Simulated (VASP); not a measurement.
Input of a VASP 6.6.1 run:

POSCAR

```
CdS
1.0
    4.2458553090      0.0000000000      0.0000000000
   -2.1229276545      3.6770185584      0.0000000000
    0.0000000000      0.0000000000      6.8980445586
Cd S
2 2
Direct
    0.3333333333      0.6666666667     -0.0009748770
    0.6666666667      0.3333333333      0.4990251230
    0.3333333333      0.6666666667      0.3759748770
    0.6666666667      0.3333333333      0.8759748770
```

The input INCAR.step1:

```
SYSTEM = CdS
PREC = Accurate
ENCUT = 600
ISMEAR = 0
SIGMA = 0.02
LREAL = .FALSE.
LASPH = .TRUE.
NELM = 60
GGA = PE
ALGO = Normal
EDIFF = 1E-4
LWAVE = .TRUE.
LCHARG = .FALSE.
```

Contents of INCAR.step2:

```
SYSTEM = CdS
PREC = Accurate
ENCUT = 600
EDIFF = 1E-6
ISMEAR = 0
SIGMA = 0.02
LREAL = .FALSE.
LASPH = .TRUE.
NELM = 60
ALGO = Normal
ISIF = 4
LWAVE = .FALSE.
LCHARG = .FALSE.
METAGGA = R2SCAN
LMIXTAU = .TRUE.
IBRION = 2
NSW = 50
EDIFFG = -0.01
ISTART = 1
```

KPOINTS

```
regular mesh
0
G
  6 6 4
  0 0 0
```

Potentials or basis: VASP PAW PBE potentials, release 64 (Cd, S).

The run is started by

```sh
$ cat potpaw_PBE.64/Cd/POTCAR potpaw_PBE.64/S/POTCAR > POTCAR
$ cp INCAR.step1 INCAR
$ mpirun -np 1 vasp_std > vasp.out
$ cp INCAR.step2 INCAR
$ mpirun -np 1 vasp_std > vasp.out
```

Task: Estimate the band gap on the k mesh.

Result: 1.48 eV, direct.

Final structure:
```
CELL_PARAMETERS angstrom
4.24586 0.00000 0.00000
-2.12293 3.67702 0.00000
0.00000 0.00000 6.89804
ATOMIC_POSITIONS crystal
Cd 0.33333 0.66667 0.99903
Cd 0.66667 0.33333 0.49903
S 0.33333 0.66667 0.37597
S 0.66667 0.33333 0.87597
```

Caveat: the relaxation stopped at its first step, so nothing moved.
